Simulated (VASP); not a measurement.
Al2Ru, 3 atoms in the cell. The structure is tetragonal, space group I4/mmm (No. 139). The conventional cell has a = 3.121 Å, b = 3.121 Å, c = 8.444 Å, α = 90.00°, β = 90.00°, γ = 90.00°. Al (site symmetry 4mm) has 5 Ru at 2.58 to 2.88 Å and 9 Al at 2.69 to 3.12 Å within 3.4 Å. Ru (site symmetry 4/mmm) has 10 Al at 2.58 to 2.88 Å and 4 Ru at 3.12 Å within 3.4 Å. 

- Program: VASP 6.6.1
- Task: single point
- Functional: PBEsol
- Potentials or basis: VASP PAW PBE potentials, release 64 (Al, Ru_pv)
- Cutoff: 520 eV
- k mesh: 26 × 26 × 26
- Occupations: gaussian, width 0.1 eV
- Spin: no spin polarisation
- Dipole correction: no
- Further INCAR settings: ALGO = Fast; EDIFF = 1e-07; NBANDS = 17

Potentials or basis: VASP PAW PBE potentials, release 64 (Al, Ru_pv).

Run with:

```sh
$ cat potpaw_PBE.64/Al/POTCAR potpaw_PBE.64/Ru_pv/POTCAR > POTCAR
$ mpirun -np 1 vasp_std > vasp.out
```

Hardware: 1 thread of Oxide Virtual Turin-like Processor, on a shared host.

Task: How long does it take, and how much memory?

Result: Run time: 43 min on 1 thread of Oxide Virtual Turin-like Processor, with other jobs on the host, peak memory 0.91 GiB. Counts: scf iterations 15, k points 1330.
